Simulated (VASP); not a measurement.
NaH:

```xyz
4
Lattice="3.9533 0.0000 0.0000 -1.9767 3.4237 0.0000 0.0000 0.0000 4.8283" Properties=species:S:1:pos:R:3 pbc="T T T"
Na    0.0000    2.2824    1.2071
Na    1.9767    1.1412    3.6212
H     1.9767    1.1412    1.2071
H     0.0000    2.2824    3.6212
```

Base run:

| Property | Result |
| --- | --- |
| Program | VASP 6.6.1 |
| Functional | PBE |
| Potentials or basis | VASP PAW PBE potentials, release 64 (Na_pv, H) |
| Cutoff | 520 eV |
| k mesh | 6 × 6 × 6 |
| Occupations | gaussian, width 0.01 eV |
| Spin | no spin polarisation |

Its results: band gap on the k mesh 3.33 eV, indirect (least direct gap 4.24 eV); pressure 0.3 GPa.

The run is repeated on the same cell with these changes: functional from PBE to r2SCAN. What comes out?

Band gap on the k mesh 3.68 eV, indirect (least direct gap 4.57 eV); pressure -0.2 GPa.

r2SCAN gives the wider gap, since meta-GGAs in the generalised Kohn-Sham scheme recover part of the derivative discontinuity.

Caveats: the PAW data sets were made with another functional, which shifts forces and pressure a little (some runs).

A k mesh can miss the band edges.
